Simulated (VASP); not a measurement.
# SiN: single point with PBE

Crystal: SiN.

```
Si N
1.0
     2.62846    0.00000    0.00000
     0.00000    2.62846    0.00000
     0.00000    0.00000    2.59141
Si N
1 1
Direct
  0.00000 0.00000 0.00000
  0.50000 0.50000 0.50000
```

```
Program             : VASP 6.6.1
Task                : single point
Functional          : PBE
Potentials or basis : VASP PAW PBE potentials, release 64 (Si, N)
Cutoff              : 600 eV
k mesh              : 7 × 7 × 5
Occupations         : gaussian, width 0.2 eV
Spin                : no spin polarisation
```

```yaml
Pressure: -0.6 GPa
```

Stress tensor (GPa, compression positive):
```
-0.52  0.00  0.00
 0.00 -0.52  0.00
 0.00  0.00 -0.75
```

Levels at points of the mesh, in eV from the Fermi level:
```
           k point  band 1  band 2  band 3  band 4  band 5  band 6  band 7  band 8
(0.00, 0.00, 0.00)  -19.19   -2.45   -2.45   -2.39   -2.11    5.35    5.56   11.55
```

Wall time 10 s on 1 thread of AMD EPYC 7R13, on a shared host, peak memory 0.1 GiB.

Caveat: the k points lie up to 0.48 Å⁻¹ apart.
